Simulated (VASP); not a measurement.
# BaTiO3 (Cm) in VASP: a series of runs, part 2 of 2

VASP 6.6.1. The steps go on from the part before.

## 4. Single point, LDA (the distance across one plane changed)

INCAR reads:

```
SYSTEM = BaTiO3
PREC     = Accurate       ! precision mode
ENCUT    = 600            ! plane-wave cutoff, eV
EDIFF    = 1E-6           ! SCF threshold, eV
ISMEAR   = 0              ! smearing method
SIGMA    = 0.05           ! smearing width, eV
LREAL    = .FALSE.        ! projectors in reciprocal space
LASPH    = .TRUE.         ! aspherical terms in the spheres
NELM     = 120            ! most SCF steps
ALGO     = Normal         ! electronic algorithm
ISIF     = 2              ! what is computed and relaxed
LWAVE    = .FALSE.        ! write WAVECAR
LCHARG   = .FALSE.        ! write CHGCAR
NBANDS   = 73             ! bands
GGA_COMPAT= .FALSE.
```

KPOINTS reads:

```
Automatic mesh
0
G
  7 7 3
  0 0 0
```

POSCAR reads:

```
BaTiO3
1.0
    2.7879170996     -1.6096046879     -2.2805008955
    0.0000000000      3.2192093758     -2.2805008955
    9.4250589066      5.4415602969      7.7064698622
Ba Ti O
3 3 9
Direct
    0.9990993692      0.9990993692      0.8149394969
    0.9993740954      0.9993740954      0.2232614853
    0.9992367323      0.9992367323      0.5191004911
    0.4906255935      0.4906255935      0.0779500909
    0.4904882305      0.4904882305      0.3737890967
    0.4903508674      0.4903508674      0.6696281025
    0.5089338127      0.0131917910      0.0725345495
    0.5087964496      0.0130544279      0.3683735553
    0.5086590865      0.0129170648      0.6642125611
    0.0131917910      0.5089338127      0.0725345495
    0.0130544279      0.5087964496      0.3683735553
    0.0129170648      0.5086590865      0.6642125611
    0.5088657160      0.5088657160      0.2191943763
    0.5087283529      0.5087283529      0.5150333821
    0.5085909898      0.5085909898      0.8108723879
```

Run with:

```console
cat potpaw_LDA.64/Ba_sv/POTCAR potpaw_LDA.64/Ti_sv/POTCAR potpaw_LDA.64/O/POTCAR > POTCAR
mpirun -np 1 vasp_std > vasp.out
```

It took 13 min on 1 thread of Intel Xeon Platinum 8488C (Sapphire Rapids), shared host; peak memory 0.69 GiB.

It converged, with:

```yaml
Free_energy: -130.7535 eV
Pressure: -2.4 GPa
Largest_force: 1.669 eV/Å
Band_gap_on_the_k_mesh: 1.43 eV (least direct gap 2.13 eV)
```

Forces in eV/Å, atoms in the order of the input:
```
Ba   0.388  0.224  0.333
Ba  -0.488 -0.282 -0.439
Ba  -0.090 -0.052 -0.106
Ti   1.125  0.649  1.047
Ti   0.079  0.046 -0.017
Ti   0.639  0.369  0.239
O   -0.452 -0.202 -0.498
O    0.039 -0.017  0.077
O    0.121 -0.080  0.195
O   -0.401 -0.290 -0.498
O    0.005  0.042  0.077
O   -0.008  0.145  0.195
O   -0.549 -0.317 -0.289
O   -0.099 -0.057 -0.066
O   -0.309 -0.179 -0.252
```

Stress tensor (GPa, compression positive):
```
-2.70 -0.38 -0.29
-0.38 -2.26 -0.17
-0.29 -0.17 -2.13
```

Levels at points of the mesh, in eV from the valence-band top:
```tsv
k point	band 58	band 59	band 60	band 61	band 62	band 63
(0.00, 0.00, 0.00)	-1.12	-0.82	-0.69	1.43	1.52	1.64
```

Caveat: the cell differs from its parent crystal (the distance across one plane changed); spin-orbit coupling is left out, which moves the levels of the heavy elements; an odd mesh through Γ misses points on the zone boundary, where band edges can lie; forces of over 1 eV/Å act on the atoms, so gaps and moduli don't describe the material at rest.

## 5. Single point, LDA (the distance across one plane changed)

INCAR reads:

```
PREC     = Accurate       # precision mode
ENCUT    = 600            # plane-wave cutoff, eV
EDIFF    = 1E-6           # SCF threshold, eV
ISMEAR   = 0              # smearing method
SIGMA    = 0.05           # smearing width, eV
LREAL    = False          # projectors in reciprocal space
LASPH    = True           # aspherical terms in the spheres
NELM     = 120            # most SCF steps
ALGO     = Normal         # electronic algorithm
ISIF     = 2              # what is computed and relaxed
LWAVE    = False          # write WAVECAR
LCHARG   = False          # write CHGCAR
NBANDS   = 73             # bands
GGA_COMPAT= False
```

KPOINTS reads:

```
regular mesh
0
Gamma
  7 7 3
```

POSCAR reads:

```
BaTiO3
1.0
    2.7879170996     -1.6096046879     -2.2805008955
    0.0000000000      3.2192093758     -2.2805008955
    9.0712897040      5.2373115525      7.4181474703
Ba Ti O
3 3 9
Direct
    0.9992156725      0.9992156725      0.8466853965
    0.9994059579      0.9994059579      0.2319586177
    0.9993108152      0.9993108152      0.5393220071
    0.4906367181      0.4906367181      0.0809866302
    0.4905415754      0.4905415754      0.3883500196
    0.4904464327      0.4904464327      0.6957134090
    0.5089441644      0.0132021427      0.0753601268
    0.5088490217      0.0131070000      0.3827235162
    0.5087538790      0.0130118573      0.6900869055
    0.0132021427      0.5089441644      0.0753601268
    0.0131070000      0.5088490217      0.3827235162
    0.0130118573      0.5087538790      0.6900869055
    0.5088969981      0.5088969981      0.2277330748
    0.5088018554      0.5088018554      0.5350964642
    0.5087067127      0.5087067127      0.8424598536
```

Potentials or basis: VASP PAW LDA potentials, release 64 (Ba_sv, Ti_sv, O).

Run with:

```console
cat potpaw_LDA.64/Ba_sv/POTCAR potpaw_LDA.64/Ti_sv/POTCAR potpaw_LDA.64/O/POTCAR > POTCAR
mpirun -np 1 vasp_std > vasp.out
```

OUTCAR:

```text
PREC = Accurate
   ENCUT = 600
   EDIFF = 1E-6
   ISMEAR = 0
   LREAL = False
   LASPH = True
   NELM = 120
   ISIF = 2

 ion  position               nearest neighbor table
   1  0.999  0.999  0.847-  15 2.74  15 2.79  15 2.79  12 2.79   9 2.79  15 2.84  12 2.84   9 2.84
                             6 3.36   6 3.40   6 3.40   6 3.44   3 3.95
   2  0.999  0.999  0.232-  13 2.74   8 2.74  11 2.74  10 2.79   7 2.79  13 2.79  13 2.79  11 2.79
                             8 2.79  10 2.84   7 2.84  13 2.84   4 3.36   4 3.40   4 3.40   5 3.40
   3  0.999  0.999  0.539-   9 2.74  12 2.74  14 2.74  11 2.79   8 2.79  12 2.79   9 2.79  14 2.79
                            14 2.79  11 2.84   8 2.84  14 2.84   5 3.36   5 3.40   5 3.40   6 3.40
   4  0.491  0.491  0.081-  13 1.89   7 1.89  10 1.89   7 2.06  10 2.06   2 3.36   2 3.40   2 3.40
                             2 3.44
   5  0.491  0.491  0.388-  14 1.89   8 1.89  11 1.89   8 2.06  11 2.06  13 2.06   3 3.36   3 3.40
                             3 3.40   2 3.40   3 3.44   2 3.44   2 3.44   2 3.48
   6  0.490  0.490  0.696-  15 1.89   9 1.89  12 1.89   9 2.06  12 2.06  14 2.06   1 3.36   1 3.40
[... 2038 lines left out ...]
  --------------------------------------------------------------------------------------
  -------------------------------------------------------------------------------------
  Total       -3.5512685     -2.5163170     -2.6773229     -0.8962943     -0.5799451     -1.0044945
  in kB      -28.4816828    -20.1812236    -21.4725138     -7.1884085     -4.6512432     -8.0561898
  external PRESSURE =     -23.3784734 kB  Pullay stress =       0.0000000 kB

 VOLUME and BASIS-vectors are now :
 -----------------------------------------------------------------------------
  energy-cutoff  :      600.00
  volume of cell :      199.77
      direct lattice vectors                 reciprocal lattice vectors
     2.787917100 -1.609604688 -2.280500895     0.179328298 -0.103554944 -0.146180626
     0.000000000  3.219209376 -2.280500895    -0.000017063  0.207080334 -0.146180626
     9.071289704  5.237311552  7.418147470     0.055124198  0.031825971  0.044926298

 POSITION                                       TOTAL-FORCE (eV/Angst)
 -----------------------------------------------------------------------------------
     10.46626      6.04270      1.72341         0.629486      0.363434      0.522956
      4.89042      2.82349     -2.83759        -0.385239     -0.222418     -0.355100
      7.67834      4.43309     -0.55709        -0.026888     -0.015524     -0.055025
      2.10251      1.21388     -1.63702         0.837209      0.483363      0.771546
      4.89042      2.82349      0.64348         0.188707      0.108950      0.063261
      7.67834      4.43309      2.92398         0.677096      0.390921      0.286007
      2.10251     -0.38201     -0.63172        -0.500660     -0.251011     -0.524526
      4.89042      1.22759      1.64878        -0.002043     -0.043473      0.044896
      7.67834      2.83720      3.92928         0.064058     -0.099449      0.144087
      0.72042      2.01183     -0.63172        -0.467711     -0.308079     -0.524526
      3.50834      3.62144      1.64878        -0.038670      0.019967      0.044896
      6.29625      5.23104      3.92928        -0.054097      0.105201      0.144087
      3.48460      2.01183     -0.63172        -0.587878     -0.339412     -0.333971
      6.27251      3.62144      1.64878        -0.170052     -0.098180     -0.118783
      9.06043      5.23104      3.92928        -0.163317     -0.094291     -0.109806
 -----------------------------------------------------------------------------------
    total drift:                               -0.000544     -0.000314      0.001573

  FREE ENERGIE OF THE ION-ELECTRON SYSTEM (eV)
  ---------------------------------------------------
  free  energy   TOTEN  =      -131.2291750828 eV

  energy  without entropy=     -131.2291750828  energy(sigma->0) =     -131.22917508
```

OSZICAR:

```text
N       E                     dE             d eps       ncg     rms          rms(c)
DAV:   1     0.165888739959E+04    0.16589E+04   -0.64925E+04  6512   0.196E+03
DAV:   2     0.143719858766E+03   -0.15152E+04   -0.14398E+04  6800   0.544E+02
DAV:   3    -0.142243967144E+03   -0.28596E+03   -0.27756E+03  8213   0.215E+02
DAV:   4    -0.161970109317E+03   -0.19726E+02   -0.19673E+02  9496   0.587E+01
DAV:   5    -0.163012766369E+03   -0.10427E+01   -0.10420E+01  9912   0.109E+01    0.411E+01
DAV:   6    -0.131687202315E+03    0.31326E+02   -0.19343E+02 10045   0.797E+01    0.185E+01
DAV:   7    -0.132117592669E+03   -0.43039E+00   -0.44680E+01  9288   0.313E+01    0.120E+01
DAV:   8    -0.131327877023E+03    0.78972E+00   -0.57323E+00  8696   0.150E+01    0.471E+00
DAV:   9    -0.131264634246E+03    0.63243E-01   -0.15478E+00  9184   0.609E+00    0.212E+00
DAV:  10    -0.131230727907E+03    0.33906E-01   -0.15627E-01  8896   0.253E+00    0.120E+00
DAV:  11    -0.131233427206E+03   -0.26993E-02   -0.12924E-01  8272   0.173E+00    0.489E-01
DAV:  12    -0.131229370125E+03    0.40571E-02   -0.27567E-02  9048   0.828E-01    0.181E-01
DAV:  13    -0.131229192395E+03    0.17773E-03   -0.30684E-03  8351   0.332E-01    0.651E-02
DAV:  14    -0.131229194322E+03   -0.19270E-05   -0.43489E-04  9400   0.108E-01    0.482E-02
DAV:  15    -0.131229173990E+03    0.20332E-04   -0.13423E-04  9111   0.590E-02    0.157E-02
DAV:  16    -0.131229176483E+03   -0.24932E-05   -0.31971E-05  8840   0.308E-02    0.134E-02
DAV:  17    -0.131229175173E+03    0.13100E-05   -0.71741E-06  7870   0.156E-02    0.434E-03
DAV:  18    -0.131229175083E+03    0.90255E-07   -0.15910E-06  4808   0.675E-03
   1 F= -.13122918E+03 E0= -.13122918E+03  d E =-.181751E-27
```

Run time: 10 min. Hardware: 1 thread of Intel Xeon 6975P-C (Granite Rapids), shared host; peak memory 0.68 GiB.

Results:

| Quantity | Value |
| --- | --- |
| Free energy | -131.2292 eV |
| Pressure | -2.3 GPa |
| Largest force | 1.237 eV/Å |
| Band gap on the k mesh | 1.65 eV (least direct gap 2.31 eV) |

Forces on the atoms (eV/Å):
```
Ba   0.629  0.363  0.523
Ba  -0.385 -0.222 -0.355
Ba  -0.027 -0.016 -0.055
Ti   0.837  0.483  0.772
Ti   0.189  0.109  0.063
Ti   0.677  0.391  0.286
O   -0.501 -0.251 -0.525
O   -0.002 -0.043  0.045
O    0.064 -0.099  0.144
O   -0.468 -0.308 -0.525
O   -0.039  0.020  0.045
O   -0.054  0.105  0.144
O   -0.588 -0.339 -0.334
O   -0.170 -0.098 -0.119
O   -0.163 -0.094 -0.110
```

Caveat: the cell differs from its parent crystal (the distance across one plane changed); spin-orbit coupling is left out, which moves the levels of the heavy elements; an odd mesh through Γ misses points on the zone boundary, where band edges can lie; forces of over 1 eV/Å act on the atoms, so gaps and moduli don't describe the material at rest.

## 6. The runs side by side

```csv
cell,gap on the mesh (eV),pressure (GPa),largest force (eV/Å)
"a = 3.945, b = 3.945, c = 12.335 Å, angles 90.1, 90.1, 89.9°, 15 atoms",1.89,-1.6,1.00
"a = 3.945, b = 3.945, c = 11.535 Å, angles 90.1, 90.1, 89.9°, 15 atoms",1.99,9.3,3.73
"a = 3.945, b = 3.945, c = 13.335 Å, angles 90.1, 90.1, 89.9°, 15 atoms",1.43,-2.4,1.67
"a = 3.945, b = 3.945, c = 12.835 Å, angles 90.1, 90.1, 89.9°, 15 atoms",1.65,-2.3,1.24
```

Alike in all rows: task single point; level LDA; potentials or basis VASP PAW LDA potentials, release 64 (Ba_sv, Ti_sv, O); no spin polarisation; k mesh 7 × 7 × 3; cutoff (eV) 600; smearing gaussian 0.05 eV.

Caveats: spin-orbit coupling is left out, which moves the levels of the heavy elements; an odd mesh through Γ misses points on the zone boundary, where band edges can lie; forces of over 1 eV/Å act on the atoms, so gaps and moduli don't describe the material at rest (at least some runs); the cell stands under pressure (at least some runs).

Absolute energies hang on the potentials; compare differences alone.
